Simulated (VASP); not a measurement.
Here is a VASP 6.6.1 calculation.

The input INCAR:

```
SYSTEM = O
PREC = Accurate ; ENCUT = 520
EDIFF = 1E-7 ; ISMEAR = -1
SIGMA = 0.05 ; LREAL = .False.
LASPH = .True. ; NELM = 100
ALGO = Normal ; ISIF = 2
LWAVE = .False. ; LCHARG = .True.
GGA = PE ; LELF = .True.
LVHAR = .True. ; NBANDS = 13
```

File KPOINTS:

```
Automatic mesh
0
Gamma
  10 10 8
  0 0 0
```

POSCAR

```
O
1.0
    2.7010433544     -1.5747538170      0.0000000000
    2.7010433544      1.5747538170      0.0000000000
   -2.2682256507      0.0000000000      3.4547347972
O
2
Direct
    0.0254538300      0.0254538300      0.1555740200
    0.9745461700      0.9745461700      0.8444259800
```

Potentials or basis: VASP PAW PBE potentials, release 64 (O).

Launch:

```console
$ cat potpaw_PBE.64/O/POTCAR > POTCAR
$ mpirun -np 1 vasp_std > vasp.out
```

Predict the largest force.

7.094 eV/Å.

What does it give for the pressure?

13.1 GPa.

Stress tensor (GPa, compression positive):
```
  7.20   0.00 -14.01
  0.00  -4.13   0.00
-14.01   0.00  36.22
```

Caveat: the standard files for N, O and F lose accuracy on very short bonds; spin is off for a triplet molecule; the stress differs along the axes, from -4 to 36 GPa; this functional lacks dispersion, which holds the molecules together, so the pressure and a relaxed volume are unreliable; forces of over 1 eV/Å act on the atoms, so gaps and moduli don't describe the material at rest.
